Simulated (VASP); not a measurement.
# ZnCuO (Pmmm) in VASP: relaxation of cell and atoms with PBE

Aim: the relaxation of cell and atoms of ZnCuO with PBE.

Everything below comes from runs of VASP 6.6.1. Logs are shortened: lines on timing, memory, paths and dates and some standing lists are left out, and cuts for length are marked.

## 1. The cell of the first run

It takes space group Pmmm (No. 47, orthorhombic). Conventional cell: a = 3.213 Å, b = 3.235 Å, c = 3.260 Å, α = 90.00°, β = 90.00°, γ = 90.00°. Zn (site symmetry mmm) has 2 Cu at 1.63 Å within 2.2 Å. Cu (site symmetry mmm) has 2 Zn at 1.63 Å and 4 O at 2.28 Å within 2.3 Å. Within 3.0 Å of O (site symmetry mmm) lie 4 Cu at 2.28 Å and 8 Zn at 2.80 Å.

The cell was generated, and may not be a known phase.

## 2. Relaxation of cell and atoms, PBE, collinear spin

File INCAR:

```
SYSTEM = ZnCuO
PREC = Accurate
ENCUT = 600
EDIFF = 1E-7
ISMEAR = 0
SIGMA = 0.1
LREAL = .False.
LASPH = .True.
NELM = 150
ALGO = Fast
ISIF = 3
LWAVE = .False.
LCHARG = .False.
ISPIN = 2
MAGMOM = 0 1 0
LORBIT = 11
LMAXMIX = 4
GGA = PE
IBRION = 2
NSW = 90
EDIFFG = -0.04
```

File KPOINTS:

```
regular mesh
0
Gamma
  6 6 6
  0 0 0
```

File POSCAR:

```
ZnCuO
1.0
    3.2126887700      0.0000000000      0.0000000000
    0.0000000000      3.2347867800      0.0000000000
    0.0000000000      0.0000000000      3.2595582100
Zn Cu O
1 1 1
Direct
    0.5000000000      0.5000000000      0.5000000000
    0.5000000000      0.5000000000      0.0000000000
    0.0000000000      0.0000000000      0.0000000000
```

Potentials or basis: VASP PAW PBE potentials, release 64 (Zn, Cu, O).

Started as:

```sh
cat potpaw_PBE.64/Zn/POTCAR potpaw_PBE.64/Cu/POTCAR potpaw_PBE.64/O/POTCAR > POTCAR
mpirun -np 1 vasp_std > vasp.out
```

OUTCAR:

```text
SYSTEM = ZnCuO
   PREC = Accurate
   ENCUT = 600
   EDIFF = 1E-7
   ISMEAR = 0
   LREAL = .False.
   LASPH = .True.
   NELM = 150
   ISIF = 3
   ISPIN = 2
   LORBIT = 11
   GGA = PE
   IBRION = 2
   NSW = 90
   EDIFFG = -0.04

 ion  position               nearest neighbor table
   1  0.500  0.500  0.500-   2 1.63   2 1.63
   2  0.500  0.500  0.000-   1 1.63   1 1.63   3 2.28   3 2.28   3 2.28   3 2.28
   3  0.000  0.000  0.000-   2 2.28   2 2.28   2 2.28   2 2.28

  LATTYP: Found a simple orthorhombic cell.
 ALAT       =     3.2126887700
 B/A-ratio  =     1.0068783538
 C/A-ratio  =     1.0145888517

  Lattice vectors:

 A1 = (   3.2126887700,   0.0000000000,   0.0000000000)
 A2 = (   0.0000000000,   3.2347867800,   0.0000000000)
 A3 = (   0.0000000000,   0.0000000000,   3.2595582100)

Analysis of symmetry for initial positions (statically):
=====================================================================
 Subroutine PRICEL returns:
 Original cell was already a primitive cell.

 Routine SETGRP: Setting up the symmetry group for a
 simple orthorhombic supercell.

 Subroutine GETGRP returns: Found  8 space group operations
 (whereof  8 operations were pure point group operations)
 out of a pool of  8 trial point group operations.

The static configuration has the point symmetry D_2h.

Analysis of symmetry for dynamics (positions and initial velocities):
=====================================================================
 Subroutine PRICEL returns:
 Original cell was already a primitive cell.

 Routine SETGRP: Setting up the symmetry group for a
 simple orthorhombic supercell.

 Subroutine GETGRP returns: Found  8 space group operations
 (whereof  8 operations were pure point group operations)
 out of a pool of  8 trial point group operations.

The dynamic configuration has the point symmetry D_2h.

Analysis of structural, dynamic, and magnetic symmetry:
=====================================================================
 Subroutine PRICEL returns:
 Original cell was already a primitive cell.

 Routine SETGRP: Setting up the symmetry group for a
 simple orthorhombic supercell.

 Subroutine GETGRP returns: Found  8 space group operations
 (whereof  8 operations were pure point group operations)
 out of a pool of  8 trial point group operations.

The overall configuration has the point symmetry D_2h.

 Subroutine INISYM returns: Found  8 space group operations
 (whereof  8 operations are pure point group operations),
 and found     1 'primitive' translations

----------------------------------------------------------------------------------------

                                     Primitive cell

  volume of cell :      33.8745

  direct lattice vectors                    reciprocal lattice vectors
     3.212688770  0.000000000  0.000000000     0.311265756  0.000000000  0.000000000
     0.000000000  3.234786780  0.000000000     0.000000000  0.309139386  0.000000000
     0.000000000  0.000000000  3.259558210     0.000000000  0.000000000  0.306790042

  length of vectors
     3.212688770  3.234786780  3.259558210     0.311265756  0.309139386  0.306790042

  position of ions in fractional coordinates (direct lattice)
     0.500000000  0.500000000  0.500000000
     0.500000000  0.500000000  0.000000000
     0.000000000  0.000000000  0.000000000

  ion indices of the primitive-cell ions
   primitive index   ion index
                 1           1
                 2           2
                 3           3

----------------------------------------------------------------------------------------

 KPOINTS: regular mesh

Automatic generation of k-mesh.
 Grid dimensions read from file:
 generate k-points for:    6    6    6

 Generating k-lattice:

  Cartesian coordinates                     Fractional coordinates (reciprocal lattice)
     0.051877626  0.000000000  0.000000000     0.166666667  0.000000000  0.000000000
     0.000000000  0.051523231  0.000000000     0.000000000  0.166666667  0.000000000
     0.000000000  0.000000000  0.051131674     0.000000000  0.000000000  0.166666667

  Length of vectors
     0.051877626  0.051523231  0.051131674

  Shift w.r.t. Gamma in fractional coordinates (k-lattice)
     0.000000000  0.000000000  0.000000000

 Subroutine IBZKPT returns following result:
 ===========================================

 Found     64 irreducible k-points:

 Following reciprocal coordinates:
            Coordinates               Weight
  0.000000  0.000000  0.000000      1.000000
  0.166667  0.000000  0.000000      2.000000
  0.333333  0.000000  0.000000      2.000000
  0.500000  0.000000  0.000000      1.000000
  0.000000  0.166667  0.000000      2.000000
  0.166667  0.166667  0.000000      4.000000
[... 16 lines left out ...]
  0.333333  0.166667  0.166667      8.000000
  0.500000  0.166667  0.166667      4.000000
 [... further k-points ...]
   k-points           NKPTS =     64   k-points in BZ     NKDIM =     64   number of bands    NBANDS=     19
   number of dos      NEDOS =    301   number of ions     NIONS =      3
   total plane-waves  NPLWV =  21952
   dimension x,y,z NGX =    28 NGY =   28 NGZ =   28
   dimension x,y,z NGXF=    56 NGYF=   56 NGZF=   56
   ions per type =               1   1   1
   NGX,Y,Z   is equivalent  to a cutoff of  14.49, 14.39, 14.28 a.u.
   NGXF,Y,Z  is equivalent  to a cutoff of  28.98, 28.78, 28.56 a.u.
 SYSTEM =  ZnCuO
   PREC   = accura    normal or accurate (medium, high low for compatibility)
   ISTART =      0    job   : 0-new  1-cont  2-samecut
   ICHARG =      2    charge: 1-file 2-atom 10-const
   ISPIN  =      2    spin polarized calculation?
   LNONCOLLINEAR =      F non collinear calculations
   LSORBIT =      F    spin-orbit coupling
   LASPH  =      T    aspherical Exc in radial PAW
   ENCUT  =  600.0 eV  44.10 Ry    6.64 a.u.   6.42  6.46  6.51*2*pi/ulx,y,z
   NELM   =    150;   NELMIN=  2; NELMDL= -5     # of ELM steps
   EDIFF  = 0.1E-06   stopping-criterion for ELM
   LREAL  =      F    real-space projection
   EDIFFG = -.4E-01   stopping-criterion for IOM
   NSW    =     90    number of steps for IOM
   IBRION =      2    ionic relax: 0-MD 1-quasi-New 2-CG
   NFREE  =      1    steps in history (QN), initial steepest desc. (CG)
   ISIF   =      3    stress and relaxation
   ISYM   =      2    0-nonsym 1-usesym 2-fastsym
   POTIM  = 0.5000    time-step for ionic-motion
   TEBEG  =    0.0;   TEEND  =   0.0 temperature during run
   PSTRESS=    0.0 pullay stress
   NELECT =      29.0000    total number of electrons
   NUPDOWN=      -1.0000    fix difference up-down
   EMIN   =  10.00;   EMAX   =-10.00  energy-range for DOS
   EFERMI =   0.00;   METHOD = LEGACY
   ISMEAR =     0;   SIGMA  =   0.10  broadening in eV -4-tet -1-fermi 0-gaus
   EFERMI_NEDOS =   21; number of points for ismear=-14 and -15
   IALGO  =     68    algorithm
   IMIX   =      4    mixing-type and parameters
     AMIX     =   0.40;   BMIX     =  1.00
     AMIX_MAG =   1.60;   BMIX_MAG =  1.00
  volume/ion in A,a.u.               =      11.29        76.20
  Fermi-wavevector in a.u.,A,eV,Ry     =   1.554473  2.937528 32.876926  2.416386
  Thomas-Fermi vector in A             =   2.658554
   LORBIT       =     11    0 simple, 1 ext, 2 COOP (PROOUT), +10 PAW based schemes
   GGA     = PE    functional components
   LHFCALC =     F    Hartree Fock is set to
   AEXX    =    0.0000 exact exchange contribution
   IVDW    =     0    specifies the selected vdW correction
   LEPSILON=     F    determine dielectric tensor
   LRPA    =     F    only Hartree local field effects (RPA)
 conjugate gradient relaxation of ions
 spin polarized calculation
 RMM-DIIS sequential band-by-band and
 Gauss-broadening in eV      SIGMA  =   0.10
  energy-cutoff  :      600.00
  volume of cell :       33.87
 maximum number of plane-waves:      1149
 NGX is ok and might be reduce to    28
   NGX = 13   NGY = 13   NGZ = 13

--------------------------------------- Ionic step        1  -------------------------------------------

 number of electron      29.0000020 magnetization      -0.0000358

 number of electron      29.0000020 magnetization       0.0000019

 Free energy of the ion-electron system (eV)
  ---------------------------------------------------
  ext. energy  EPLUGINS =         0.00000000
  ---------------------------------------------------
  free energy    TOTEN  =         1.43352426 eV

  energy without entropy =        1.44104450  energy(sigma->0) =        1.43728438

 E-fermi :   4.4141     XC(G=0): -11.7778

 val. band max:        4.3528863250   @ k =   0.1667   0.1667   0.0000
 cond. band min:       4.4624652956   @ k =   0.1667   0.3333   0.3333
 fundamental gap:      0.1095789706
 Fermi energy:         4.4140741879
[... 2208 lines left out ...]
--------------------------------------- Ionic step        3  -------------------------------------------

 number of electron      29.0000046 magnetization      -0.2792514

------------------------ aborting loop EDIFF was not reached (unconverged)  ----------------------------

  FORCE on cell =-STRESS in cart. coord.  units (eV):
  Direction    XX          YY          ZZ          XY          YZ          ZX
  --------------------------------------------------------------------------------------
  -------------------------------------------------------------------------------------
  Total       -1.8014298     -1.9833128     -6.4151137      0.0000000      0.0000000      0.0000000
  in kB      -55.1608476    -60.7302115   -196.4345803      0.0000000      0.0000000      0.0000000
  external PRESSURE =    -104.1085465 kB  Pullay stress =       0.0000000 kB
[... 1090 lines left out ...]
     18      10.6092      0.00000
     19      12.0752      0.00000

 [... further k-points ...]

[... ionic steps 4 to 11 ...]

--------------------------------------- Ionic step       12  -------------------------------------------

 number of electron      28.9999942 magnetization      -0.0000005

 number of electron      28.9999942 magnetization       0.0000021
[... 73 lines left out ...]
 number of electron      28.9999938 magnetization       0.0000007

 number of electron      28.9999938 magnetization      -0.0000004

 Free energy of the ion-electron system (eV)
  ---------------------------------------------------
  ext. energy  EPLUGINS =         0.00000000
  ---------------------------------------------------
  free energy    TOTEN  =        -9.78332026 eV

  energy without entropy =       -9.77198058  energy(sigma->0) =       -9.77765042

 E-fermi :   3.5978     XC(G=0): -11.1993

 val. band max:        3.5738851592   @ k =   0.3333   0.1667   0.1667
 cond. band min:       3.6011042550   @ k =   0.1667   0.5000   0.1667
 fundamental gap:      0.0272190958
 Fermi energy:         3.5978059328
[... 1092 lines left out ...]
  FREE ENERGIE OF THE ION-ELECTRON SYSTEM (eV)
  ---------------------------------------------------
  free  energy   TOTEN  =        -9.7833202605 eV

  energy  without entropy=       -9.7719805815  energy(sigma->0) =       -9.77765042

 reached required accuracy - stopping structural energy minimisation

 total charge

# of ion       s       p       d       tot
------------------------------------------
    1        0.718   0.232   9.737  10.687
    2        0.382   0.393   9.162   9.937
    3        1.604   3.379   0.000   4.982
--------------------------------------------------
tot          2.703   4.004  18.899  25.607

 magnetization (x)

# of ion       s       p       d       tot
------------------------------------------
    1       -0.000  -0.000   0.000  -0.000
    2       -0.000  -0.000  -0.000  -0.000
    3       -0.000  -0.000   0.000  -0.000
--------------------------------------------------
tot         -0.000  -0.000  -0.000  -0.000
```

Run time: 47 min. Hardware: 1 thread of Oxide Virtual Turin-like, shared host; peak memory 0.23 GiB.

What came out:

```yaml
Free_energy: -9.7833 eV
Relaxed_volume: 12.97 Å³/atom
Relaxed_cell: a = 2.815 Å, b = 2.828 Å, c = 4.890 Å, α = 90.00°, β = 90.00°, γ = 90.00°
Space_group_after_relaxing_to_0.1_Å: P4/mmm (No. 123)
Pressure_after_relaxing: -0.2 GPa
Net_moment: 0.00 μB per cell
Valence_electrons_inside_the_program's_atomic_spheres: Zn 10.69; Cu 9.94; O 4.98
```

Final structure:
```cif
data_structure
_symmetry_space_group_name_H-M 'P 1'
_symmetry_Int_Tables_number 1
_cell_length_a 2.8151
_cell_length_b 2.8277
_cell_length_c 4.8897
_cell_angle_alpha 90.000
_cell_angle_beta 90.000
_cell_angle_gamma 90.000
_cell_volume 38.92
loop_
_atom_site_label
_atom_site_type_symbol
_atom_site_fract_x
_atom_site_fract_y
_atom_site_fract_z
_atom_site_occupancy
Zn1 Zn 0.50000 0.50000 0.50000 1
Cu1 Cu 0.50000 0.50000 0.00000 1
O1 O 0.00000 0.00000 0.00000 1
```

Caveat: a cell axis changed by over 15 % at a fixed basis, so the end point is rough. With open d or f shells a metallic result of PBE can be an artefact of self-interaction; +U or a hybrid may open a gap.
